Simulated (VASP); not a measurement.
# KScSe2 (Pmmn) in VASP: a series of runs, part 2 of 2

VASP 6.6.1. Earlier steps stand in the parts before.

### 3 Single point, PBE (25.97 Å³/atom)

This run uses another cell than the first one, of 25.97 Å³/atom.

INCAR reads:

```
SYSTEM = KScSe2
PREC     = Accurate       ! precision mode
ENCUT    = 520            ! plane-wave cutoff, eV
EDIFF    = 1E-6           ! SCF threshold, eV
ISMEAR   = 0              ! smearing method
SIGMA    = 0.01           ! smearing width, eV
LREAL    = .FALSE.        ! projectors in reciprocal space
LASPH    = .TRUE.         ! aspherical terms in the spheres
NELM     = 60             ! most SCF steps
ALGO     = Normal         ! electronic algorithm
ISIF     = 2              ! what is computed and relaxed
LWAVE    = .FALSE.        ! write WAVECAR
LCHARG   = .FALSE.        ! write CHGCAR
GGA      = PE             ! functional
NBANDS   = 42             ! bands
```

KPOINTS reads:

```
regular mesh
0
G
  6 4 2
  0 0 0
```

POSCAR reads:

```
KScSe2
1.0
    3.8915738695      0.0000000000      0.0000000000
    0.0000000000      5.8704358331      0.0000000000
    0.0000000000      0.0000000000      9.0934003318
K Se Sc
2 4 2
Direct
    0.0000000000      0.0000000000      0.8918243125
    0.5000000000      0.5000000000      0.1081756875
    0.0000000000      0.5000000000      0.8082447932
    0.5000000000      0.0000000000      0.1917552068
    0.0000000000      0.5000000000      0.4060193436
    0.5000000000      0.0000000000      0.5939806564
    0.0000000000      0.0000000000      0.3873383417
    0.5000000000      0.5000000000      0.6126616583
```

Potentials or basis: VASP PAW PBE potentials, release 64 (K_sv, Se, Sc_sv).

Started as:

```
cat potpaw_PBE.64/K_sv/POTCAR potpaw_PBE.64/Se/POTCAR potpaw_PBE.64/Sc_sv/POTCAR > POTCAR
mpirun -np 1 vasp_std > vasp.out
```

OUTCAR:

```text
SYSTEM = KScSe2
   PREC = Accurate
   ENCUT = 520
   EDIFF = 1E-6
   ISMEAR = 0
   LREAL = .FALSE.
   LASPH = .TRUE.
   NELM = 60
   ISIF = 2
   GGA = PE

 ion  position               nearest neighbor table
   1  0.000  0.000  0.892-   3 3.03   3 3.03
   2  0.500  0.500  0.108-   4 3.03   4 3.03
   3  0.000  0.500  0.808-   8 2.64   8 2.64   1 3.03   1 3.03
   4  0.500  0.000  0.192-   7 2.64   7 2.64   2 3.03   2 3.03
   5  0.000  0.500  0.406-   8 2.71   8 2.71   7 2.94   7 2.94
   6  0.500  0.000  0.594-   7 2.71   7 2.71   8 2.94   8 2.94
   7  0.000  0.000  0.387-   4 2.64   4 2.64   6 2.71   6 2.71   5 2.94   5 2.94
   8  0.500  0.500  0.613-   3 2.64   3 2.64   5 2.71   5 2.71   6 2.94   6 2.94

  LATTYP: Found a simple orthorhombic cell.
 ALAT       =     3.8915738695
 B/A-ratio  =     1.5084991394
 C/A-ratio  =     2.3366896368

  Lattice vectors:

 A1 = (   3.8915738695,   0.0000000000,   0.0000000000)
 A2 = (   0.0000000000,   5.8704358331,   0.0000000000)
 A3 = (   0.0000000000,   0.0000000000,   9.0934003318)

Analysis of symmetry for initial positions (statically):
=====================================================================
 Subroutine PRICEL returns:
 Original cell was already a primitive cell.

 Routine SETGRP: Setting up the symmetry group for a
 simple orthorhombic supercell.

 Subroutine GETGRP returns: Found  8 space group operations
 (whereof  4 operations were pure point group operations)
 out of a pool of  8 trial point group operations.

The static configuration has the point symmetry C_2v.
 The point group associated with its full space group is D_2h.

Analysis of symmetry for dynamics (positions and initial velocities):
=====================================================================
 Subroutine PRICEL returns:
 Original cell was already a primitive cell.

 Routine SETGRP: Setting up the symmetry group for a
 simple orthorhombic supercell.

 Subroutine GETGRP returns: Found  8 space group operations
 (whereof  4 operations were pure point group operations)
 out of a pool of  8 trial point group operations.

The dynamic configuration has the point symmetry C_2v.
 The point group associated with its full space group is D_2h.

 Subroutine INISYM returns: Found  8 space group operations
 (whereof  4 operations are pure point group operations),
 and found     1 'primitive' translations

----------------------------------------------------------------------------------------

                                     Primitive cell

  volume of cell :     207.7409

  direct lattice vectors                    reciprocal lattice vectors
     3.891573870  0.000000000  0.000000000     0.256965442  0.000000000  0.000000000
     0.000000000  5.870435833  0.000000000     0.000000000  0.170345104  0.000000000
     0.000000000  0.000000000  9.093400332     0.000000000  0.000000000  0.109969864

  length of vectors
     3.891573870  5.870435833  9.093400332     0.256965442  0.170345104  0.109969864

  position of ions in fractional coordinates (direct lattice)
     0.000000000  0.000000000  0.891824312
     0.500000000  0.500000000  0.108175688
     0.000000000  0.500000000  0.808244793
     0.500000000  0.000000000  0.191755207
     0.000000000  0.500000000  0.406019344
[... 46 lines left out ...]
  0.500000  0.000000  0.000000      1.000000
  0.000000  0.250000  0.000000      2.000000
  0.166667  0.250000  0.000000      4.000000
[... 16 lines left out ...]
  0.333333  0.500000  0.500000      2.000000
  0.500000  0.500000  0.500000      1.000000
   k-points           NKPTS =     24   k-points in BZ     NKDIM =     24   number of bands    NBANDS=     42
   number of dos      NEDOS =    301   number of ions     NIONS =      8
   total plane-waves  NPLWV = 100800
   dimension x,y,z NGX =    30 NGY =   48 NGZ =   70
   dimension x,y,z NGXF=    60 NGYF=   96 NGZF=  140
   ions per type =               2   4   2
   NGX,Y,Z   is equivalent  to a cutoff of  12.82, 13.59, 12.80 a.u.
   NGXF,Y,Z  is equivalent  to a cutoff of  25.63, 27.19, 25.59 a.u.
 SYSTEM =  KScSe2
   PREC   = accura    normal or accurate (medium, high low for compatibility)
   ISTART =      0    job   : 0-new  1-cont  2-samecut
   ICHARG =      2    charge: 1-file 2-atom 10-const
   ISPIN  =      1    spin polarized calculation?
   LNONCOLLINEAR =      F non collinear calculations
   LSORBIT =      F    spin-orbit coupling
   LASPH  =      T    aspherical Exc in radial PAW
   ENCUT  =  520.0 eV  38.22 Ry    6.18 a.u.   7.24 10.92 16.91*2*pi/ulx,y,z
   NELM   =     60;   NELMIN=  2; NELMDL= -5     # of ELM steps
   EDIFF  = 0.1E-05   stopping-criterion for ELM
   LREAL  =      F    real-space projection
   EDIFFG = 0.1E-04   stopping-criterion for IOM
   NSW    =      0    number of steps for IOM
   IBRION =     -1    ionic relax: 0-MD 1-quasi-New 2-CG
   NFREE  =      0    steps in history (QN), initial steepest desc. (CG)
   ISIF   =      2    stress and relaxation
   ISYM   =      2    0-nonsym 1-usesym 2-fastsym
   POTIM  = 0.5000    time-step for ionic-motion
   TEBEG  =    0.0;   TEEND  =   0.0 temperature during run
   PSTRESS=    0.0 pullay stress
   NELECT =      64.0000    total number of electrons
   NUPDOWN=      -1.0000    fix difference up-down
   EMIN   =  10.00;   EMAX   =-10.00  energy-range for DOS
   EFERMI =   0.00;   METHOD = LEGACY
   ISMEAR =     0;   SIGMA  =   0.01  broadening in eV -4-tet -1-fermi 0-gaus
   EFERMI_NEDOS =   21; number of points for ismear=-14 and -15
   IALGO  =     38    algorithm
   IMIX   =      4    mixing-type and parameters
     AMIX     =   0.40;   BMIX     =  1.00
     AMIX_MAG =   1.60;   BMIX_MAG =  1.00
  volume/ion in A,a.u.               =      25.97       175.24
  Fermi-wavevector in a.u.,A,eV,Ry     =   1.105675  2.089423 16.633358  1.222517
  Thomas-Fermi vector in A             =   2.242165
   LORBIT       =      0    0 simple, 1 ext, 2 COOP (PROOUT), +10 PAW based schemes
   GGA     = PE    functional components
   LHFCALC =     F    Hartree Fock is set to
   AEXX    =    0.0000 exact exchange contribution
   IVDW    =     0    specifies the selected vdW correction
   LEPSILON=     F    determine dielectric tensor
   LRPA    =     F    only Hartree local field effects (RPA)
 non-spin polarized calculation
 Gauss-broadening in eV      SIGMA  =   0.01
  energy-cutoff  :      520.00
  volume of cell :      207.74
 maximum number of plane-waves:      5624
 NGX is ok and might be reduce to    30
   NGX = 15   NGY = 21   NGZ = 33

 number of electron      63.9999998 magnetization

 Free energy of the ion-electron system (eV)
  ---------------------------------------------------
  ext. energy  EPLUGINS =         0.00000000
  ---------------------------------------------------
  free energy    TOTEN  =       -40.94397254 eV

  energy without entropy =      -40.94397254  energy(sigma->0) =      -40.94397254

 E-fermi :   2.3881     XC(G=0):  -8.9963

 val. band max:        2.2475050804   @ k =   0.0000   0.0000   0.0000
 cond. band min:       3.5663439182   @ k =   0.5000   0.0000   0.0000
 fundamental gap:      1.3188388378
 Fermi energy:         2.3880960701

 k-point     1 :       0.0000    0.0000    0.0000
  band No.  band energies     occupation
      1     -47.4241      2.00000
      2     -47.4219      2.00000
      3     -27.3349      2.00000
      4     -27.3125      2.00000
      5     -26.1170      2.00000
      6     -26.0964      2.00000
[... 1069 lines left out ...]
     41       6.2267      0.00000
     42       6.2267      0.00000

------------------------ aborting loop because EDIFF is reached ----------------------------------------

  FORCE on cell =-STRESS in cart. coord.  units (eV):
  Direction    XX          YY          ZZ          XY          YZ          ZX
  --------------------------------------------------------------------------------------
  -------------------------------------------------------------------------------------
  Total        2.4002496      1.7786866      2.4331521      0.0000000      0.0000000      0.0000000
  in kB       18.5116470     13.7179145     18.7654037      0.0000000      0.0000000      0.0000000
  external PRESSURE =      16.9983217 kB  Pullay stress =       0.0000000 kB

 VOLUME and BASIS-vectors are now :
 -----------------------------------------------------------------------------
  energy-cutoff  :      520.00
  volume of cell :      207.74
      direct lattice vectors                 reciprocal lattice vectors
     3.891573870  0.000000000  0.000000000     0.256965442  0.000000000  0.000000000
     0.000000000  5.870435833  0.000000000     0.000000000  0.170345104  0.000000000
     0.000000000  0.000000000  9.093400332     0.000000000  0.000000000  0.109969864

 POSITION                                       TOTAL-FORCE (eV/Angst)
 -----------------------------------------------------------------------------------
      0.00000      0.00000      8.10972         0.000000      0.000000      0.031252
      1.94579      2.93522      0.98368         0.000000      0.000000     -0.031252
      0.00000      2.93522      7.34969         0.000000      0.000000      0.176259
      1.94579      0.00000      1.74371         0.000000      0.000000     -0.176259
      0.00000      2.93522      3.69210         0.000000      0.000000     -0.175719
      1.94579      0.00000      5.40130         0.000000      0.000000      0.175719
      0.00000      0.00000      3.52222         0.000000      0.000000      0.017806
      1.94579      2.93522      5.57118         0.000000      0.000000     -0.017806
 -----------------------------------------------------------------------------------
    total drift:                                0.000000      0.000000      0.000000

  FREE ENERGIE OF THE ION-ELECTRON SYSTEM (eV)
  ---------------------------------------------------
  free  energy   TOTEN  =       -40.9439725436 eV

  energy  without entropy=      -40.9439725436  energy(sigma->0) =      -40.94397254
```

Wall time 6.1 min (1 thread of Intel Xeon 8259CL, shared host); peak memory 0.42 GiB.

What came out:

* Free energy: -40.9440 eV
* Pressure: 1.7 GPa
* Largest force: 0.176 eV/Å
* Band gap on the k mesh: 1.32 eV (least direct gap 1.39 eV)

Forces in eV/Å, atoms in the order of the input:
```
K    0.000  0.000  0.031
K    0.000  0.000 -0.031
Se   0.000  0.000  0.176
Se   0.000  0.000 -0.176
Se   0.000  0.000 -0.176
Se   0.000  0.000  0.176
Sc   0.000  0.000  0.018
Sc   0.000  0.000 -0.018
```
